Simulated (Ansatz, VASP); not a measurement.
This is a calculation of CdTe for Ansatz 0.2.0.

input.yaml

```yaml
crystal:
  lattice:
    - [0.0, 3.205, 3.205]
    - [3.205, 0.0, 3.205]
    - [3.205, 3.205, 0.0]
  atoms:
    - { symbol: Te, position: [0.75, 0.75, 0.75] }
    - { symbol: Cd, position: [0.0, 0.0, 0.0] }
hamiltonian:
  xc: { exchange: pbesol, correlation: pbesol, exx: { coeff: 0.25 } }
  pseudopotentials: { kind: paw }
kpoints:
  mp_grid: { grid: [4, 4, 4] }
scf:
  occupations: { method: fermi_dirac, width: 0.05 }
output:
  forces: true
  stress: true
  eigenvalues: true
relax:
  f_tol: 0.01
  max_steps: 40
  cell: { stress_tol: 0.05 }
```

Potentials or basis: Ansatz PAW.

Run with:

```bash
$ ansatz run input.yaml --threads 2 --pin off --max-ram 5632MiB --backend cpu --events-out ev --progress --plain --runs-dir out
```

**Question.** Translate it to VASP 6.6.1. Potentials there: VASP PAW PBE potentials, release 64 (Te, Cd).

**Answer.** As run (the cutoff follows the program's own potentials):

POSCAR

```
CdTe
1.0
    0.0000000000      3.2050000000      3.2050000000
    3.2050000000      0.0000000000      3.2050000000
    3.2050000000      3.2050000000      0.0000000000
Te Cd
1 1
Direct
    0.7500000000      0.7500000000      0.7500000000
    0.0000000000      0.0000000000      0.0000000000
```

File INCAR.step1:

```
PREC = Accurate
ENCUT = 600
EDIFF = 1E-5
ISMEAR = -1
SIGMA = 0.05
LREAL = F
LASPH = T
NELM = 80
ALGO = Normal
LWAVE = T
LCHARG = F
GGA = PE
NBANDS = 16
```

The input INCAR.step2:

```
PREC = Accurate
ENCUT = 600
EDIFF = 1E-7
ISMEAR = -1
SIGMA = 0.05
LREAL = F
LASPH = T
NELM = 80
ALGO = Normal
ISIF = 3
LWAVE = F
LCHARG = F
GGA = PS
LHFCALC = T
AEXX = 0.25
PRECFOCK = Normal
IBRION = 2
NSW = 60
EDIFFG = -0.01
ISTART = 1
```

Contents of KPOINTS:

```
regular mesh
0
Gamma
  4 4 4
```

Potentials or basis: VASP PAW PBE potentials, release 64 (Te, Cd).

The run is started by

```sh
$ cat potpaw_PBE.64/Te/POTCAR potpaw_PBE.64/Cd/POTCAR > POTCAR
$ cp INCAR.step1 INCAR
$ mpirun -np 1 vasp_std > vasp.out
$ cp INCAR.step2 INCAR
$ mpirun -np 1 vasp_std > vasp.out
```

Both were run:

|  | VASP | Ansatz | Ansatz less VASP |
| --- | --- | --- | --- |
| gap on the k mesh at the Fermi level, each at its own relaxed structure (eV) | 2.13 | 2.17 | +0.038 |
| relaxed volume (Å³/atom) | 33.97 | 34.03 | +0.063 |
| relaxed length of the cell vector where the two differ most in proportion (Å) | 4.580 | 4.583 | +0.0028 |

VASP's potentials were made for PBE, not for PBEsol-based global hybrid. VASP's potentials hold 18 valence electrons a cell and Ansatz's 36, so a difference there can come from the potentials and not from the codes.

The k mesh is coarse, so the values compare programs but aren't converged. Neither program's run includes spin-orbit coupling. Noted on Ansatz's run: the plane-wave basis is chosen anew once the cell has moved, so the energies of steps on either side of that aren't comparable.
